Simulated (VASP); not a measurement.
# SiW6 in VASP: notebook, part 2 of 2

VASP 6.6.1. The steps go on from the part before.

### Step 4. Single point, PBE+D3(BJ)

INCAR

```
PREC = Accurate ; ENCUT = 520
EDIFF = 1E-6 ; ISMEAR = 0
SIGMA = 0.1 ; LREAL = False
LASPH = True ; NELM = 100
ALGO = Normal ; ISIF = 2
LWAVE = False ; LCHARG = True
LDIPOL = True ; IDIPOL = 3
DIPOL = 0.5 0.5 0.322 ; GGA = PE
IVDW = 12 ; LELF = True
LVHAR = True ; LVACPOTAV = True
NBANDS = 53
```

KPOINTS

```
Automatic mesh
0
Gamma
  6 6 1
```

POSCAR

```
SiW6
1.0
    4.4682526324      0.0000000000      0.0000000000
   -2.2341263162      3.8696202902      0.0000000000
    0.0000000000      0.0000000000     21.7259061349
W Si
6 1
Direct
    0.6666666667      0.3333333333      0.1841119986
    0.3333333333      0.6666666667      0.2260931360
    0.0000000000      0.0000000000      0.2680742733
    0.6666666667      0.3333333333      0.3070897866
    0.3333333333      0.6666666667      0.3466976876
    0.0000000000      0.0000000000      0.3832248047
    0.4444444444      0.1111111111      0.5397200035
```

Potentials or basis: VASP PAW PBE potentials, release 64 (W_sv, Si).

Command:

```
$ cat potpaw_PBE.64/W_sv/POTCAR potpaw_PBE.64/Si/POTCAR > POTCAR
$ mpirun -np 1 vasp_std > vasp.out
```

OUTCAR:

```text
PREC = Accurate
   ENCUT = 520
   EDIFF = 1E-6
   ISMEAR = 0
   LREAL = False
   LASPH = True
   NELM = 100
   ISIF = 2
   GGA = PE
   IVDW = 12
 IVDW          = 12

 ion  position               nearest neighbor table
   1  0.667  0.333  0.184-   4 2.67   2 2.74   2 2.74   2 2.74   3 3.16   3 3.16   3 3.16
   2  0.333  0.667  0.226-   5 2.62   3 2.74   3 2.74   3 2.74   1 2.74   1 2.74   1 2.74   4 3.12
                             4 3.12   4 3.12
   3  0.000  0.000  0.268-   6 2.50   4 2.72   4 2.72   4 2.72   2 2.74   2 2.74   2 2.74   5 3.09
                             5 3.09   5 3.09   1 3.16   1 3.16   1 3.16
   4  0.667  0.333  0.307-   1 2.67   3 2.72   3 2.72   3 2.72   5 2.72   5 2.72   5 2.72   6 3.06
                             6 3.06   6 3.06   2 3.12   2 3.12   2 3.12
   5  0.333  0.667  0.347-   2 2.62   6 2.70   6 2.70   6 2.70   4 2.72   4 2.72   4 2.72   3 3.09
                             3 3.09   3 3.09
   6  0.000  0.000  0.383-   3 2.50   5 2.70   5 2.70   5 2.70   4 3.06   4 3.06   4 3.06
   7  0.444  0.111  0.540-

  LATTYP: Found a hexagonal cell.
 ALAT       =     4.4682526324
 C/A-ratio  =     4.8622824004

  Lattice vectors:

 A1 = (   4.4682526324,   0.0000000000,   0.0000000000)
 A2 = (  -2.2341263162,   3.8696202902,   0.0000000000)
 A3 = (   0.0000000000,   0.0000000000,  21.7259061349)

Analysis of symmetry for initial positions (statically):
=====================================================================
 Subroutine PRICEL returns:
 Original cell was already a primitive cell.

 Routine SETGRP: Setting up the symmetry group for a
 hexagonal supercell.

 Subroutine GETGRP returns: Found  1 space group operations
 (whereof  1 operations were pure point group operations)
 out of a pool of 24 trial point group operations.

The static configuration has the point symmetry C_1 .

Analysis of symmetry for dynamics (positions and initial velocities):
=====================================================================
 Subroutine PRICEL returns:
 Original cell was already a primitive cell.

 Routine SETGRP: Setting up the symmetry group for a
 hexagonal supercell.

 Subroutine GETGRP returns: Found  1 space group operations
 (whereof  1 operations were pure point group operations)
 out of a pool of 24 trial point group operations.
[... 140 lines left out ...]
  volume of cell :      375.65
 maximum number of plane-waves:     10145
 NGX is ok and might be reduce to    36
   NGX = 17   NGY = 17   NGZ = 81

 dipolmoment           0.000000      0.000000     -0.001692 electrons x Angstroem

 number of electron      88.0000002 magnetization

 dipolmoment           0.000000      0.000000      0.047411 electrons x Angstroem

 Free energy of the ion-electron system (eV)
  ---------------------------------------------------
  ext. energy  EPLUGINS =         0.00000000
  ---------------------------------------------------
  free energy    TOTEN  =       -71.67928967 eV

  energy without entropy =      -71.62992848  energy(sigma->0) =      -71.65460908

 E-fermi :   0.3583     XC(G=0):  -5.4651

 val. band max:        0.3557109621   @ k =   0.3333   0.1667   0.0000
 cond. band min:       0.3676684400   @ k =   0.5000  -0.1667   0.0000
 fundamental gap:      0.0119574778
 Fermi energy:         0.3582517758

 k-point     1 :       0.0000    0.0000    0.0000
  band No.  band energies     occupation
      1     -73.6648      2.00000
      2     -73.5353      2.00000
      3     -73.5157      2.00000
      4     -73.4580      2.00000
      5     -73.3649      2.00000
      6     -73.3046      2.00000
[... 1109 lines left out ...]
     52       1.8151      0.00000
     53       1.9409      0.00000

------------------------ aborting loop because EDIFF is reached ----------------------------------------

 Edisp (eV)   -2.83932

 E8    (eV) :    -1.4911

  FORCE on cell =-STRESS in cart. coord.  units (eV):
  Direction    XX          YY          ZZ          XY          YZ          ZX
  --------------------------------------------------------------------------------------
  -------------------------------------------------------------------------------------
  Total       3.16542     3.18564     2.41537     0.06450    -0.28380    -0.01406
  in kB      13.50076    13.58701    10.30174     0.27512    -1.21045    -0.05998
  external pressure =       12.46 kB  Pullay stress =        0.00 kB

 VOLUME and BASIS-vectors are now :
 -----------------------------------------------------------------------------
  energy-cutoff  :      520.00
  volume of cell :      375.65
      direct lattice vectors                 reciprocal lattice vectors
     4.468252632  0.000000000  0.000000000     0.223801133  0.129211644  0.000000000
    -2.234126316  3.869620290  0.000000000     0.000000000  0.258423288  0.000000000
     0.000000000  0.000000000 21.725906135     0.000000000  0.000000000  0.046028000

 POSITION                                       TOTAL-FORCE (eV/Angst)
 -----------------------------------------------------------------------------------
      2.23413      1.28987      4.00000         0.026039     -0.011645      2.053498
     -0.00000      2.57975      4.91208        -0.029792     -0.024312     -0.971228
      0.00000      0.00000      5.82416         0.027382      0.007930     -1.977447
      2.23413      1.28987      6.67180        -0.033459      0.071337     -3.904461
     -0.00000      2.57975      7.53232        -0.087513      0.016615     -0.166798
      0.00000      0.00000      8.32591         0.114743      0.018310      5.981110
      1.73765      0.42996     11.72591        -0.017400     -0.078236     -1.014675
 -----------------------------------------------------------------------------------
    total drift:                                0.000068      0.000055      0.000406

  FREE ENERGIE OF THE ION-ELECTRON SYSTEM (eV)
  ---------------------------------------------------
  free  energy   TOTEN  =       -74.5186060446 eV

  energy  without entropy=      -74.4692448503  energy(sigma->0) =      -74.49392545

 vacuum level on the upper side and lower side of the slab         4.778         4.283
```

stdout:

```text
POSCAR found type information on POSCAR W Si
 POSCAR found :  2 types and       7 ions
 scaLAPACK will be used
 LDA part: xc-table for (Slater+PW92), standard interpolation
 POSCAR, INCAR and KPOINTS ok, starting setup
 FFT: planning ... GRIDC
 FFT: planning ... GRID_SOFT
 FFT: planning ... GRID
 WAVECAR not read
 entering main loop
 -----------------------------------------------------------------------------
|                                                                             |
|           W    W    AA    RRRRR   N    N  II  N    N   GGGG   !!!           |
|           W    W   A  A   R    R  NN   N  II  NN   N  G    G  !!!           |
|           W    W  A    A  R    R  N N  N  II  N N  N  G       !!!           |
|           W WW W  AAAAAA  RRRRR   N  N N  II  N  N N  G  GGG   !            |
|           WW  WW  A    A  R   R   N   NN  II  N   NN  G    G                |
|           W    W  A    A  R    R  N    N  II  N    N   GGGG   !!!           |
|                                                                             |
|     Did not find any points to average over, which means that no vacuum     |
|     field-free region was found. Please increase the size of  your cell     |
|     in the dimension of the dipole correction to obtain accurate            |
|     workfunction values.                                                    |
|                                                                             |
 -----------------------------------------------------------------------------
```

It took 8.9 min on 1 thread of Intel Xeon 6975P-C (Granite Rapids), shared host; peak memory 0.67 GiB.

Results:

```yaml
Free_energy: -74.5186 eV
Largest_force: 5.982 eV/Å
Band_gap_on_the_k_mesh: zero (band 44 reaches 0.43 eV, above the bottom of band 45 at 0.27 eV)
Dispersion_energy_per_atom: -0.406 eV
```

Forces in eV/Å, atoms in the order of the input:
```
W    0.026 -0.012  2.053
W   -0.030 -0.024 -0.971
W    0.027  0.008 -1.977
W   -0.033  0.071 -3.904
W   -0.088  0.017 -0.167
W    0.115  0.018  5.981
Si  -0.017 -0.078 -1.015
```

Caveat: spin-orbit coupling is left out, which moves the levels of the heavy elements.

### Step 5. Single point, PBE+D3(BJ)

INCAR

```
SYSTEM = SiW6
PREC = Accurate
ENCUT = 520
EDIFF = 1E-6
ISMEAR = 0
SIGMA = 0.1
LREAL = .FALSE.
LASPH = .TRUE.
NELM = 80
ALGO = Normal
ISIF = 2
LWAVE = .FALSE.
LCHARG = .FALSE.
LDIPOL = .TRUE.
IDIPOL = 3
DIPOL = 0.5 0.5 0.322
GGA = PE
IVDW = 12
NBANDS = 53
```

KPOINTS

```
regular mesh
0
G
  6 6 1
  0 0 0
```

POSCAR: that of step 4 with these lines changed.

```diff
@@ -14,2 +14,2 @@
     0.0000000000      0.0000000000      0.3832248047
-    0.4444444444      0.1111111111      0.5397200035
+    0.2222222222      0.6666666667      0.5397200035
```

Command:

```
$ cat potpaw_PBE.64/W_sv/POTCAR potpaw_PBE.64/Si/POTCAR > POTCAR
$ mpirun -np 1 vasp_std > vasp.out
```

Wall time 8.2 min (1 thread of Intel Xeon 6975P-C (Granite Rapids), shared host); peak memory 0.68 GiB.

The run converged. Its results:

```yaml
Free_energy: -74.6474 eV
Largest_force: 4.780 eV/Å
Band_gap_on_the_k_mesh: zero (band 44 reaches 0.42 eV, above the bottom of band 45 at 0.09 eV)
Dispersion_energy_per_atom: -0.409 eV
```

Forces on the atoms (eV/Å):
```
W    0.033 -0.002  2.087
W   -0.012  0.001 -1.022
W   -0.005 -0.001 -1.774
W   -0.055  0.002 -3.005
W   -0.095  0.017  0.142
W    0.079 -0.033  4.779
Si   0.054  0.015 -1.208
```

Levels at points of the mesh, in eV from the Fermi level:
| k point | band 42 | band 43 | band 44 | band 45 | band 46 | band 47 |
| --- | --- | --- | --- | --- | --- | --- |
| (0.00, 0.00, 0.00) | -1.06 | -0.97 | -0.44 | 0.68 | 1.42 | 1.59 |
| (0.50, 0.00, 0.00) | -0.56 | -0.41 | 0.10 | 0.20 | 0.32 | 0.67 |
| (0.00, 0.50, 0.00) | -0.58 | -0.43 | 0.05 | 0.20 | 0.32 | 0.79 |
| (0.50, 0.50, 0.00) | -0.61 | -0.40 | 0.00 | 0.20 | 0.32 | 0.91 |

Caveat: spin-orbit coupling is left out, which moves the levels of the heavy elements.

### Step 6. Single point, PBE+D3(BJ)

INCAR

```
SYSTEM = SiW6
PREC     = Accurate       ! precision mode
ENCUT    = 520            ! plane-wave cutoff, eV
EDIFF    = 1E-7           ! SCF threshold, eV
ISMEAR   = 0              ! smearing method
SIGMA    = 0.1            ! smearing width, eV
LREAL    = .FALSE.        ! projectors in reciprocal space
LASPH    = .TRUE.         ! aspherical terms in the spheres
NELM     = 80             ! most SCF steps
ALGO     = Normal         ! electronic algorithm
ISIF     = 2              ! what is computed and relaxed
LWAVE    = .FALSE.        ! write WAVECAR
LCHARG   = .FALSE.        ! write CHGCAR
LDIPOL   = .TRUE.       
IDIPOL   = 3            
DIPOL    = 0.5 0.5 0.322
GGA      = PE             ! functional
IVDW     = 12             ! dispersion correction
NBANDS   = 53             ! bands
```

KPOINTS is that of step 5.

POSCAR: that of step 5 with these lines changed.

```diff
@@ -14,2 +14,2 @@
     0.0000000000      0.0000000000      0.3832248047
-    0.2222222222      0.6666666667      0.5397200035
+    0.6666666667      0.2222222222      0.5397200035
```

Potentials or basis: VASP PAW PBE potentials, release 64 (W_sv, Si).

Command:

```
$ cat potpaw_PBE.64/W_sv/POTCAR potpaw_PBE.64/Si/POTCAR > POTCAR
$ mpirun -np 1 vasp_std > vasp.out
```

It took 8.2 min on 1 thread of Intel Xeon 6975P-C (Granite Rapids), shared host; peak memory 0.67 GiB.

Results (log left out):

```yaml
Free_energy: -74.4806 eV
Largest_force: 4.734 eV/Å
Band_gap_on_the_k_mesh: zero (band 44 reaches 0.41 eV, above the bottom of band 45 at 0.32 eV)
Dispersion_energy_per_atom: -0.409 eV
```

Forces on the atoms (eV/Å):
```
W   -0.009  0.003  2.015
W    0.014 -0.019 -0.841
W   -0.011  0.008 -1.894
W    0.008  0.025 -2.887
W    0.028 -0.009 -0.093
W   -0.066  0.048  4.733
Si   0.036 -0.056 -1.033
```

Levels at points of the mesh, in eV from the Fermi level:
| k point | band 40 | band 41 | band 42 | band 43 | band 44 | band 45 | band 46 | band 47 | band 48 | band 49 |
| --- | --- | --- | --- | --- | --- | --- | --- | --- | --- | --- |
| (0.00, 0.00, 0.00) | -1.22 | -1.07 | -1.07 | -0.97 | -0.46 | 0.55 | 1.39 | 1.53 | 1.62 | 1.64 |
| (0.50, 0.00, 0.00) | -1.28 | -0.98 | -0.66 | -0.29 | -0.05 | 0.19 | 0.31 | 0.71 | 0.91 | 1.17 |
| (0.00, 0.50, 0.00) | -1.29 | -0.95 | -0.64 | -0.23 | -0.03 | 0.19 | 0.31 | 0.59 | 0.87 | 1.20 |
| (0.50, 0.50, 0.00) | -1.27 | -0.99 | -0.66 | -0.35 | -0.01 | 0.19 | 0.31 | 0.75 | 0.89 | 1.19 |

Caveat: spin-orbit coupling is left out, which moves the levels of the heavy elements.

### Step 7. Single point, PBE+D3(BJ)

INCAR

```
SYSTEM = SiW6
PREC = Accurate ; ENCUT = 520
EDIFF = 1E-6 ; ISMEAR = 0
SIGMA = 0.1 ; LREAL = .FALSE.
LASPH = .TRUE. ; NELM = 100
ALGO = Normal ; ISIF = 2
LWAVE = .FALSE. ; LCHARG = .FALSE.
LDIPOL = .TRUE. ; IDIPOL = 3
DIPOL = 0.5 0.5 0.322 ; GGA = PE
IVDW = 12 ; NBANDS = 53
```

KPOINTS

```
Automatic mesh
0
G
  6 6 1
  0 0 0
```

POSCAR: that of step 6 with these lines changed.

```diff
@@ -14,2 +14,2 @@
     0.0000000000      0.0000000000      0.3832248047
-    0.6666666667      0.2222222222      0.5397200035
+    0.2222222222      0.8888888889      0.5397200035
```

Command:

```
$ cat potpaw_PBE.64/W_sv/POTCAR potpaw_PBE.64/Si/POTCAR > POTCAR
$ mpirun -np 1 vasp_std > vasp.out
```

It took 8.3 min on 1 thread of Intel Xeon 6975P-C (Granite Rapids), shared host; peak memory 0.68 GiB.

It converged, with:

```yaml
Free_energy: -74.5785 eV
Largest_force: 4.361 eV/Å
Band_gap_on_the_k_mesh: zero (band 44 reaches 0.46 eV, above the bottom of band 45 at 0.14 eV)
Dispersion_energy_per_atom: -0.397 eV
```

Forces in eV/Å, atoms in the order of the input:
```
W    0.066 -0.041  2.104
W   -0.030  0.009 -0.910
W    0.009 -0.002 -1.953
W   -0.092  0.073 -2.551
W   -0.189  0.098  0.079
W    0.185 -0.067  4.356
Si   0.051 -0.069 -1.126
```

Levels at points of the mesh, in eV from the Fermi level:
| k point | band 42 | band 43 | band 44 | band 45 | band 46 | band 47 |
| --- | --- | --- | --- | --- | --- | --- |
| (0.00, 0.00, 0.00) | -1.06 | -1.02 | -0.43 | 0.64 | 1.52 | 1.56 |
| (0.50, 0.00, 0.00) | -0.60 | -0.41 | 0.11 | 0.20 | 0.31 | 0.55 |
| (0.00, 0.50, 0.00) | -0.60 | -0.35 | 0.15 | 0.18 | 0.30 | 0.46 |
| (0.50, 0.50, 0.00) | -0.65 | -0.27 | -0.09 | 0.19 | 0.32 | 0.86 |

Caveat: spin-orbit coupling is left out, which moves the levels of the heavy elements.
